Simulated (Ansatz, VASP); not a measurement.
PtSe2 in VASP and in Ansatz

```
Pt Se
1.0
     3.71731    0.00000    0.00000
    -1.85865    3.21928    0.00000
     0.00000    0.00000    5.82007
Pt Se
1 2
Cartesian
  0.0000 0.0000 0.0000
  1.8587 1.0731 4.5183
  0.0000 2.1462 1.3118
```

Alike in both runs: task single point; functional PBE; k mesh 8 × 8 × 5; occupations fermi-dirac, width 0.05 eV; no spin polarisation.

|  | VASP | Ansatz |
| --- | --- | --- |
| version | VASP 6.6.1 | Ansatz 0.2.0 |
| potentials or method | VASP PAW PBE potentials, release 64 (Pt, Se), cutoff 520 eV | all-electron LAPW, scalar-relativistic |

|  | VASP | Ansatz | Ansatz less VASP |
| --- | --- | --- | --- |
| gap on the k mesh at the Fermi level (eV) | 0.52 | 0.53 | +0.013 |
| least direct gap on the mesh (eV) | 0.84 | 0.86 | +0.017 |
| rms of the force components (eV/Å) | 0.098 | 0.098 | 0.0000 |

Atom by atom the forces differ by 0.000 eV/Å (rms over components). Ansatz ran all-electron here, and VASP with PAW potentials.

Spin-orbit coupling is off throughout.
